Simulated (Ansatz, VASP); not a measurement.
**One calculation of BP, two programs**

```
B P
1.0
     0.00000    2.35976    2.35976
     2.35976    0.00000    2.35976
     2.35976    2.35976    0.00000
B P
1 1
Direct
  0.00000 0.00000 0.00000
  0.75000 0.75000 0.75000
```

Change from the starting cell: strain +0.040 along x and y, +0.040 along z, atoms carried along.

Alike in both runs: task single point; functional LDA; k mesh 10 × 10 × 10; occupations gaussian, width 0.05 eV; no spin polarisation.

```csv
,VASP,Ansatz
version,VASP 6.6.1,Ansatz 0.2.0
potentials or method,"VASP PAW LDA potentials, release 64 (B, P), cutoff 500 eV","scalar-relativistic, plane waves, PAW"
valence electrons in the cell,8,8
```

```tsv
	VASP	Ansatz	Ansatz less VASP
gap on the k mesh at the Fermi level (eV)	1.32	1.32	0.000
least direct gap on the mesh (eV)	3.22	3.22	-0.002
pressure (GPa)	-19.8	-19.7	+0.05
```

LDA's correlation is that of Perdew and Zunger in VASP and of Perdew and Wang (1992) in Ansatz.
